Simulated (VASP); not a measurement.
Write the native input for VASP 6.6.1 that does the following.

```yaml
Task: single point
Functional: PBEsol
Potentials_or_basis: VASP PAW PBE potentials, release 64 (In_d, P)
Cutoff: 500 eV
k_mesh: 8 × 8 × 8
Occupations: gaussian, width 0.05 eV
Spin: no spin polarisation
Dipole_correction: no
Further_INCAR_settings: ALGO = Normal; EDIFF = 1e-06; NBANDS = 16
```

The structure of InP lies in POSCAR:

```
InP
1.0
    0.0000000000      2.7212890197      2.7212890197
    2.7212890197      0.0000000000      2.7212890197
    2.7212890197      2.7212890197      0.0000000000
In P
1 1
Direct
    0.0000000000      0.0000000000      0.0000000000
    0.5000000000      0.5000000000      0.5000000000
```

The input as run:

INCAR

```
SYSTEM = InP
PREC = Accurate
ENCUT = 500
EDIFF = 1E-6
ISMEAR = 0
SIGMA = 0.05
LREAL = .FALSE.
LASPH = .TRUE.
NELM = 120
ALGO = Normal
ISIF = 2
LWAVE = .FALSE.
LCHARG = .FALSE.
GGA = PS
NBANDS = 16
GGA_COMPAT = .FALSE.
```

KPOINTS

```
regular mesh
0
G
  8 8 8
  0 0 0
```

Potentials or basis: VASP PAW PBE potentials, release 64 (In_d, P).

Run with:

```bash
$ cat potpaw_PBE.64/In_d/POTCAR potpaw_PBE.64/P/POTCAR > POTCAR
$ mpirun -np 1 vasp_std > vasp.out
```

Results of the run:

```json
{
  "Pressure": "0.7 GPa",
  "Band gap on the k mesh": "zero (band 9 reaches 7.93 eV, above the bottom of band 10 at 5.07 eV)"
}
```

Caveat: the PAW data sets were made with another functional, which shifts forces and pressure a little; spin-orbit coupling is left out, which moves the levels of the heavy elements.

Run time: 35 s on 1 thread of Intel Xeon 8259CL (shared host), peak memory 0.16 GiB.
